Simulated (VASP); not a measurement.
ZrO2:

```
Zr O
1.0
     3.59610    0.00000    0.00000
     0.00000    3.59610    0.00000
     0.00000    0.00000    5.17700
Zr O
2 4
Direct
  0.00000 0.00000 0.00000
  0.50000 0.50000 0.50000
  0.00000 0.50000 0.20300
  0.50000 0.00000 0.29700
  0.50000 0.00000 0.79700
  0.00000 0.50000 0.70300
```

| Quantity | Value |
| --- | --- |
| Program | VASP 6.6.1 |
| Task | relaxation of cell and atoms |
| Functional | PBE |
| Potentials or basis | VASP PAW PBE potentials, release 64 (Zr_sv, O) |
| Cutoff | 600 eV |
| k mesh | 6 × 6 × 6 |
| Occupations | fermi-dirac, width 0.01 eV |
| Spin | no spin polarisation |

At the start: pressure 5.4 GPa; volume 11.16 Å³/atom.

Where does the relaxation end?

Over 10 steps the energy falls by 6.7 meV/atom and the volume is 11.54 Å³/atom (+3.4 %); space group P4_2/nmc (No. 137, to 0.1 Å) before and after.

Step by step:
| step | energy change (eV) | largest force (eV/Å) | pressure (GPa) | volume (Å³) |
| --- | --- | --- | --- | --- |
| 1 | 0.0000 | 0.0243 | 5.40 | 66.95 |
| 2 | 0.0200 | 0.2683 | -6.68 | 70.66 |
| 3 | -0.0257 | 0.1320 | -0.10 | 68.51 |
| 4 | -0.0292 | 0.1252 | -0.06 | 68.59 |
| 5 | -0.0346 | 0.0996 | 0.11 | 68.82 |
| 6 | -0.0373 | 0.0744 | 0.08 | 68.91 |
| 7 | -0.0401 | 0.0137 | 0.03 | 69.11 |
| 8 | -0.0401 | 0.0071 | 0.03 | 69.13 |
| 9 | -0.0403 | 0.0027 | 0.02 | 69.17 |
| 10 | -0.0404 | 0.0032 | 0.00 | 69.23 |

Final structure:
```cif
data_structure
_symmetry_space_group_name_H-M 'P 1'
_symmetry_Int_Tables_number 1
_cell_length_a 3.6221
_cell_length_b 3.6221
_cell_length_c 5.2767
_cell_angle_alpha 90.000
_cell_angle_beta 90.000
_cell_angle_gamma 90.000
_cell_volume 69.23
loop_
_atom_site_label
_atom_site_type_symbol
_atom_site_fract_x
_atom_site_fract_y
_atom_site_fract_z
_atom_site_occupancy
Zr1 Zr 0.00000 0.00000 0.00000 1
Zr2 Zr 0.50000 0.50000 0.50000 1
O1 O 0.00000 0.50000 0.19367 1
O2 O 0.50000 0.00000 0.30634 1
O3 O 0.50000 0.00000 0.80633 1
O4 O 0.00000 0.50000 0.69366 1
```
